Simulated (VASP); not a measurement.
Write the native input for VASP 6.6.1 that does the following.

- Task: single point
- Functional: PBE
- Potentials or basis: VASP PAW PBE potentials, release 64 (Ge_d, C, N)
- Cutoff: 520 eV
- k mesh: 4 × 8 × 4
- Occupations: fermi-dirac, width 0.02 eV
- Spin: no spin polarisation
- Dipole correction: no
- Further INCAR settings: ALGO = Normal; EDIFF = 1e-07; NBANDS = 70

The structure of Ge5CN8 lies in POSCAR:

```
Ge5CN8
1.0
    7.8668850604      0.0000000000      0.0683710353
    0.0000000000      3.0227091958      0.0000000000
   -3.8745874299      0.0000000000      6.5987670108
Ge C N
5 1 8
Direct
    0.5838905574      0.5000000000      0.8332086093
    0.8278334386      0.0000000000      0.2416922924
    0.7950577153      0.0000000000      0.6203736094
    0.2271399231      0.5000000000      0.4033122828
    0.3992390401      0.0000000000      0.1500699200
    0.1988532222      0.5000000000      0.7704766730
    0.3139377238      0.5000000000      0.6768797068
    0.6629280971      0.0000000000      0.3406864632
    0.7203799426      0.5000000000      0.6991405098
    0.6385744454      0.0000000000      0.9772157924
    0.0599665147      0.0000000000      0.6911711837
    0.9646389821      0.5000000000      0.2764530931
    0.3069871123      0.0000000000      0.3319673107
    0.3005732854      0.5000000000     -0.0126474467
```

These files were run (other wordings do the same):

INCAR

```
  ALGO = Normal
  EDIFF = 1E-7
  ENCUT = 520
  GGA = PE
  ISIF = 2
  ISMEAR = -1
  LASPH = True
  LCHARG = True
  LELF = True
  LREAL = False
  LVHAR = True
  LWAVE = False
  NBANDS = 70
  NELM = 100
  PREC = Accurate
  SIGMA = 0.02
```

KPOINTS

```
k-points
0
Gamma
  4 8 4
```

Potentials or basis: VASP PAW PBE potentials, release 64 (Ge_d, C, N).

Launch:

```bash
$ cat potpaw_PBE.64/Ge_d/POTCAR potpaw_PBE.64/C/POTCAR potpaw_PBE.64/N/POTCAR > POTCAR
$ mpirun -np 1 vasp_std > vasp.out
```

Results of the run:

```
Pressure               : 5.8 GPa
Largest force          : 0.251 eV/Å
Band gap on the k mesh : 1.21 eV (least direct gap 1.38 eV)
```

Caveat: the cell stands under pressure.

It took 11 min on 1 thread of Intel(R) Xeon(R) Platinum 8259CL CPU @ 2.50GHz (Skylake/Cascade Lake), on a shared host, peak memory 0.53 GiB.
